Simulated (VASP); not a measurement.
# Cu: single point with revPBE

Cu:

```
Cu
1.0
     0.00000    1.77060    1.77060
     1.77060    0.00000    1.77060
     1.77060    1.77060    0.00000
Cu
1
Direct
  0.00000 0.00000 0.00000
```

* Program: VASP 6.6.1
* Task: single point
* Functional: revPBE
* Potentials or basis: VASP PAW PBE potentials, release 64 (Cu)
* Cutoff: 520 eV
* k mesh: 13 × 13 × 13
* Occupations: fermi-dirac, width 0.05 eV
* Spin: no spin polarisation

The pressure is 17.2 GPa.

Levels at points of the mesh, in eV from the Fermi level:
| k point | band 4 | band 5 | band 6 | band 7 | band 8 | band 9 |
| --- | --- | --- | --- | --- | --- | --- |
| (0.00, 0.00, 0.00) | -3.42 | -2.52 | -2.52 | 22.85 | 26.05 | 26.05 |

Run time: 6.5 s on 1 thread of Intel(R) Xeon(R) 6975P-C (Granite Rapids) (shared host), peak memory 0.12 GiB.

Caveat: the PAW data sets were made with another functional, which shifts forces and pressure a little.
